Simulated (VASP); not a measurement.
Molecule: F2, in a box.

```
CELL_PARAMETERS angstrom
9.00000 0.00000 0.00000
0.00000 9.50000 0.00000
0.00000 0.00000 10.00000
ATOMIC_POSITIONS crystal
F 0.50000 0.50000 0.43011
F 0.50000 0.50000 0.56989
```

Base run:

| Quantity | Value |
| --- | --- |
| Program | VASP 6.6.1 |
| Functional | PBEsol |
| Potentials or basis | VASP PAW PBE potentials, release 64 (F) |
| Cutoff | 520 eV |
| k mesh | 1 × 1 × 1 |
| Occupations | gaussian, width 0.02 eV |
| Spin | no spin polarisation |

Its results: gap between the frontier levels 3.66 eV; largest force 0.448 eV/Å.

Question: The run is repeated on the same cell with these changes: potentials or basis from VASP PAW PBE potentials, release 64 (F) to VASP PAW PBE potentials, release 64 (F_h); cutoff from 520 eV to 910 eV; further incar settings from ALGO = Normal; EDIFF = 1e-06; NBANDS = 14 to ALGO = Normal; EDIFF = 1e-06; NBANDS = 14; NELMDL = -8. What comes out?

Answer: Gap between the frontier levels 3.74 eV; largest force 0.041 eV/Å.

Caveats: the PAW data sets were made with another functional, which shifts forces and pressure a little.

